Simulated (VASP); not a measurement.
# Mo16H (a cell with a defect) in VASP: notebook

The runs below take Mo16H (a cell with a defect) through single point, with PBE.

All numbers are computed with VASP 6.6.1; they aren't measurements. Logs are shortened: lines on timing, memory, paths and dates and some standing lists are left out, and cuts for length are marked.

### 1 The cell of the first run

The cell holds a defect, 17 atoms: a = 6.300 Å, b = 6.300 Å, c = 6.300 Å, α = 90.00°, β = 90.00°, γ = 90.00°.

### 2 Single point, PBE

INCAR reads:

```
PREC = Accurate
ENCUT = 520
EDIFF = 1E-6
ISMEAR = 0
SIGMA = 0.1
LREAL = Auto
LASPH = True
NELM = 80
ALGO = Normal
ISIF = 2
LWAVE = False
LCHARG = False
GGA = PE
NBANDS = 126
```

KPOINTS reads:

```
regular mesh
0
Gamma
  3 3 3
```

POSCAR reads:

```
Mo16H
1.0
    6.3000000000      0.0000000000      0.0000000000
    0.0000000000      6.3000000000      0.0000000000
    0.0000000000      0.0000000000      6.3000000000
Mo H
16 1
Direct
   -0.0002006349      0.0090841270     -0.0112190476
    0.4998026984      0.0016011111     -0.0017093651
   -0.0002180952      0.5016442857     -0.0017495238
   -0.0002047619      0.0015425397      0.4979912698
    0.2508419048      0.2508071429      0.2489974603
    0.4998007937      0.4981469841     -0.0029655556
    0.4997984127      0.0023438095      0.5011512698
    0.7487271429      0.2508076190      0.2490006349
   -0.0002150794      0.4994730159      0.5002906349
    0.2662077778      0.7446211111      0.2521304762
    0.2509215873      0.2524336508      0.7479453968
    0.4997950794      0.4971200000      0.5027746032
    0.7333382540      0.7446146032      0.2521352381
    0.7486415873      0.2524241270      0.7479457143
    0.2507466667      0.7509344444      0.7492063492
    0.7488236508      0.7509347619      0.7491993651
   -0.0002174603      0.8294974603      0.2129769841
```

Potentials or basis: VASP PAW PBE potentials, release 64 (Mo_sv, H).

The run is started by

```bash
$ cat potpaw_PBE.64/Mo_sv/POTCAR potpaw_PBE.64/H/POTCAR > POTCAR
$ mpirun -np 1 vasp_std > vasp.out
```

OUTCAR:

```text
PREC = Accurate
   ENCUT = 520
   EDIFF = 1E-6
   ISMEAR = 0
   LREAL = Auto
   LASPH = True
   NELM = 80
   ISIF = 2
   GGA = PE

 ion  position               nearest neighbor table
   1  1.000  0.009  0.989-  17 1.81  11 2.67  14 2.68  15 2.72  16 2.72   5 2.74   8 2.74  10 2.89
                            13 2.89   4 3.09   3 3.10   2 3.15   2 3.15   3 3.20   4 3.21
   2  0.500  0.002  0.998-  13 2.71  10 2.71  16 2.72  15 2.72   8 2.72   5 2.72  14 2.73  11 2.73
                             6 3.13   7 3.13   1 3.15   1 3.15   7 3.17   6 3.17
   3  1.000  0.502  0.998-  15 2.73  16 2.73  11 2.73  14 2.73   8 2.74   5 2.74  10 2.78  13 2.78
                             1 3.10   9 3.14   6 3.15   6 3.15   9 3.16   1 3.20
   4  1.000  0.002  0.498-  17 2.10   5 2.73   8 2.73  11 2.74  14 2.74  15 2.74  16 2.74  10 2.80
                            13 2.80   1 3.09   9 3.14   7 3.15   7 3.15   9 3.16   1 3.21
   5  0.251  0.251  0.249-   6 2.72   2 2.72  12 2.72   4 2.73   7 2.73   9 2.73   3 2.74   1 2.74
                            10 3.11   8 3.14  11 3.14  11 3.16   8 3.16  10 3.19
   6  0.500  0.498  0.997-  13 2.68  10 2.68  14 2.70  11 2.71   8 2.72   5 2.72  16 2.73  15 2.73
                            12 3.11   2 3.13   3 3.15   3 3.15   2 3.17  12 3.19
   7  0.500  0.002  0.501-  13 2.69  10 2.70  14 2.71  11 2.71  16 2.72  15 2.72   8 2.73   5 2.73
                            12 3.12   2 3.13   4 3.15   4 3.15   2 3.17  12 3.18
   8  0.749  0.251  0.249-   6 2.72   2 2.72  12 2.72   4 2.73   7 2.73   9 2.73   3 2.74   1 2.74
                            13 3.11   5 3.14  14 3.14  14 3.16   5 3.16  13 3.19
   9  1.000  0.499  0.500-  11 2.71  14 2.71   8 2.73   5 2.73  16 2.73  15 2.73  10 2.77  13 2.77
                             4 3.14   3 3.14  12 3.15  12 3.15   3 3.16   4 3.16
  10  0.266  0.745  0.252-  17 1.78  12 2.66   6 2.68   7 2.70   2 2.71   9 2.77   3 2.78   4 2.80
                             1 2.89  13 2.94   5 3.11  15 3.13  15 3.17   5 3.19  13 3.36
  11  0.251  0.252  0.748-   1 2.67  12 2.69   6 2.71   7 2.71   9 2.71   2 2.73   3 2.73   4 2.74
                            14 3.14  15 3.14   5 3.14   5 3.16  15 3.16  14 3.16
  12  0.500  0.497  0.503-  13 2.66  10 2.66  14 2.69  11 2.69   8 2.72   5 2.72  16 2.73  15 2.73
                             6 3.11   7 3.12   9 3.15   9 3.15   7 3.18   6 3.19
  13  0.733  0.745  0.252-  17 1.78  12 2.66   6 2.68   7 2.69   2 2.71   9 2.77   3 2.78   4 2.80
                             1 2.89  10 2.94   8 3.11  16 3.13  16 3.17   8 3.19  10 3.36
  14  0.749  0.252  0.748-   1 2.68  12 2.69   6 2.70   7 2.71   9 2.71   2 2.73   3 2.73   4 2.74
                            11 3.14  16 3.14   8 3.14   8 3.16  16 3.16  11 3.16
  15  0.251  0.751  0.749-   7 2.72   2 2.72   1 2.72   3 2.73  12 2.73   6 2.73   9 2.73   4 2.74
                            10 3.13  16 3.14  11 3.14  11 3.16  16 3.16  10 3.17
  16  0.749  0.751  0.749-   7 2.72   2 2.72   1 2.72   3 2.73  12 2.73   6 2.73   9 2.73   4 2.74
                            13 3.13  15 3.14  14 3.14  14 3.16  15 3.16  13 3.17
  17  1.000  0.829  0.213-  10 1.78  13 1.78   1 1.81   4 2.10

  LATTYP: Found a simple cubic cell.
 ALAT       =     6.3000000000

  Lattice vectors:

 A1 = (   6.3000000000,   0.0000000000,   0.0000000000)
 A2 = (   0.0000000000,   6.3000000000,   0.0000000000)
 A3 = (   0.0000000000,   0.0000000000,   6.3000000000)

Analysis of symmetry for initial positions (statically):
=====================================================================
 Subroutine PRICEL returns:
[... 166 lines left out ...]
   LORBIT       =      0    0 simple, 1 ext, 2 COOP (PROOUT), +10 PAW based schemes
   GGA     = PE    functional components
   LHFCALC =     F    Hartree Fock is set to
   AEXX    =    0.0000 exact exchange contribution
   IVDW    =     0    specifies the selected vdW correction
   LEPSILON=     F    determine dielectric tensor
   LRPA    =     F    only Hartree local field effects (RPA)
 non-spin polarized calculation
 Gauss-broadening in eV      SIGMA  =   0.10
  energy-cutoff  :      520.00
  volume of cell :      250.05
 maximum number of plane-waves:      6763
   NGX = 23   NGY = 23   NGZ = 23

 number of electron     225.0000016 magnetization

 Free energy of the ion-electron system (eV)
  ---------------------------------------------------
  ext. energy  EPLUGINS =         0.00000000
  ---------------------------------------------------
  free energy    TOTEN  =      -177.70184810 eV

  energy without entropy =     -177.62281935  energy(sigma->0) =     -177.66233372

 E-fermi :  12.7816     XC(G=0): -13.4255

 val. band max:       12.7788483023   @ k =   0.0000   0.0000   0.3333
 cond. band min:      12.7943855422   @ k =   0.3333   0.0000   0.0000
 fundamental gap:      0.0155372399
 Fermi energy:        12.7816382508

 k-point     1 :       0.0000    0.0000    0.0000
  band No.  band energies     occupation
      1     -48.6143      2.00000
      2     -48.4018      2.00000
      3     -48.3857      2.00000
      4     -48.3685      2.00000
      5     -48.3629      2.00000
      6     -48.3572      2.00000
[... 1767 lines left out ...]
    123      14.0245      0.00000
    124      14.1015      0.00000
 [bands above 124 left out]

------------------------ aborting loop because EDIFF is reached ----------------------------------------

  FORCE on cell =-STRESS in cart. coord.  units (eV):
  Direction    XX          YY          ZZ          XY          YZ          ZX
  --------------------------------------------------------------------------------------
  -------------------------------------------------------------------------------------
  Total       12.9586028      9.0871797      8.6171425     -0.0003573     -1.0793236      0.0004219
  in kB       83.0323082     58.2261468     55.2143809     -0.0022891     -6.9157710      0.0027033
  external PRESSURE =      65.4909453 kB  Pullay stress =       0.0000000 kB

 VOLUME and BASIS-vectors are now :
 -----------------------------------------------------------------------------
  energy-cutoff  :      520.00
  volume of cell :      250.05
      direct lattice vectors                 reciprocal lattice vectors
     6.300000000  0.000000000  0.000000000     0.158730159  0.000000000  0.000000000
     0.000000000  6.300000000  0.000000000     0.000000000  0.158730159  0.000000000
     0.000000000  0.000000000  6.300000000     0.000000000  0.000000000  0.158730159

 POSITION                                       TOTAL-FORCE (eV/Angst)
 -----------------------------------------------------------------------------------
      6.29874      0.05723      6.22932        -0.000062      0.006467     -0.066494
      3.14876      0.01009      6.28923        -0.001014     -0.003642     -0.032464
      6.29863      3.16036      6.28898         0.001255     -0.008584     -0.009519
      6.29871      0.00972      3.13734         0.000173     -0.003619     -0.023191
      1.58030      1.58009      1.56868         0.006016     -0.037056     -0.004056
      3.14875      3.13833      6.28132        -0.001608     -0.026392     -0.019126
[... 9 lines left out ...]
      4.71759      4.73089      4.71996         0.001888     -0.024811      0.013587
      6.29863      5.22583      1.34175        -0.000790      0.253850      0.311459
 -----------------------------------------------------------------------------------
    total drift:                                0.000949      0.002314      0.000949

  FREE ENERGIE OF THE ION-ELECTRON SYSTEM (eV)
  ---------------------------------------------------
  free  energy   TOTEN  =      -177.7018480970 eV

  energy  without entropy=     -177.6228193457  energy(sigma->0) =     -177.66233372
```

stdout:

```text
POSCAR found type information on POSCAR MoH
 POSCAR found :  2 types and      17 ions
 scaLAPACK will be used
 LDA part: xc-table for (Slater+PW92), standard interpolation
 POSCAR, INCAR and KPOINTS ok, starting setup
 FFT: planning ... GRIDC
 FFT: planning ... GRID_SOFT
 FFT: planning ... GRID
 WAVECAR not read
 entering main loop
```

It took 11 min on 1 thread of AMD EPYC 7R13 (Zen 3), shared host; peak memory 0.46 GiB.

Results:

```yaml
Free_energy: -177.7018 eV
Pressure: 6.5 GPa
Largest_force: 0.402 eV/Å
Band_gap_on_the_k_mesh: zero (an odd number of electrons rules out a gap without spin polarisation)
```

Forces in eV/Å, atoms in the order of the input:
```
Mo   0.000  0.006 -0.066
Mo  -0.001 -0.004 -0.032
Mo   0.001 -0.009 -0.010
Mo   0.000 -0.004 -0.023
Mo   0.006 -0.037 -0.004
Mo  -0.002 -0.026 -0.019
Mo  -0.001 -0.023 -0.006
Mo  -0.006 -0.037 -0.004
Mo   0.001 -0.007 -0.038
Mo  -0.016 -0.029 -0.039
Mo  -0.007 -0.003 -0.015
Mo  -0.001 -0.002 -0.026
Mo   0.019 -0.028 -0.040
Mo   0.007 -0.003 -0.015
Mo  -0.002 -0.025  0.013
Mo   0.002 -0.025  0.014
H   -0.001  0.254  0.311
```

### 3 Single point, PBE

INCAR reads:

```
SYSTEM = Mo16H
PREC = Accurate
ENCUT = 520
EDIFF = 1E-6
ISMEAR = 0
SIGMA = 0.1
LREAL = Auto
LASPH = .True.
NELM = 100
ALGO = Normal
ISIF = 2
LWAVE = .False.
LCHARG = .True.
GGA = PE
LELF = .True.
LVHAR = .True.
NBANDS = 126
```

KPOINTS reads:

```
regular mesh
0
Gamma
  3 3 3
  0 0 0
```

POSCAR reads:

```
Mo16H
1.0
    6.3000000000      0.0000000000      0.0000000000
    0.0000000000      6.3000000000      0.0000000000
    0.0000000000      0.0000000000      6.3000000000
Mo H
16 1
Direct
   -0.0003406349      0.0107019048     -0.0097071429
    0.4996628571      0.0012122222     -0.0021996825
   -0.0003452381      0.5015034921     -0.0021631746
   -0.0003571429      0.0012366667      0.4977526984
    0.2505960317      0.2503201587      0.2485082540
    0.4996592063      0.4983423810     -0.0029507937
    0.4996604762      0.0024596825      0.5012439683
    0.7486939683      0.2503266667      0.2485085714
   -0.0003546032      0.4992144444      0.4999341270
    0.2660625397      0.7473977778      0.2548301587
    0.2507819048      0.2515758730      0.7470057143
    0.4996552381      0.4967152381      0.5022720635
    0.7332026984      0.7473936508      0.2548371429
    0.7485006349      0.2515752381      0.7470146032
    0.2507128571      0.7505284127      0.7486368254
    0.7485763492      0.7505258730      0.7486355556
   -0.0003585714      0.7865153968      0.1699101587
```

Potentials or basis: VASP PAW PBE potentials, release 64 (Mo_sv, H).

The run is started by

```bash
$ cat potpaw_PBE.64/Mo_sv/POTCAR potpaw_PBE.64/H/POTCAR > POTCAR
$ mpirun -np 1 vasp_std > vasp.out
```

Wall time 19 min (1 thread of AMD EPYC 7R13 (Zen 3), shared host); peak memory 0.46 GiB.

Results (log left out):

| Property | Result |
| --- | --- |
| Free energy | -177.7019 eV |
| Pressure | 6.5 GPa |
| Largest force | 0.402 eV/Å |
| Band gap on the k mesh | zero (an odd number of electrons rules out a gap without spin polarisation) |

Forces on the atoms (eV/Å):
```
Mo   0.000  0.067 -0.006
Mo  -0.001  0.033  0.005
Mo   0.000  0.024  0.006
Mo   0.001  0.011  0.009
Mo  -0.001 -0.014  0.024
Mo  -0.001  0.007  0.025
Mo  -0.002  0.020  0.029
Mo   0.001 -0.015  0.023
Mo   0.001  0.038  0.008
Mo  -0.016  0.039  0.028
Mo  -0.007  0.014  0.002
Mo  -0.001  0.027  0.003
Mo   0.019  0.039  0.027
Mo   0.007  0.014  0.001
Mo   0.005  0.003  0.035
Mo  -0.005  0.003  0.036
H   -0.001 -0.311 -0.254
```

Stress tensor (GPa, compression positive):
```
 8.30  0.00  0.00
 0.00  5.52 -0.69
 0.00 -0.69  5.82
```

Levels at points of the mesh, in eV from the Fermi level:
| k point | band 110 | band 111 | band 112 | band 113 | band 114 | band 115 |
| --- | --- | --- | --- | --- | --- | --- |
| (0.00, 0.00, 0.00) | -0.73 | -0.73 | -0.68 | 0.53 | 0.57 | 0.69 |
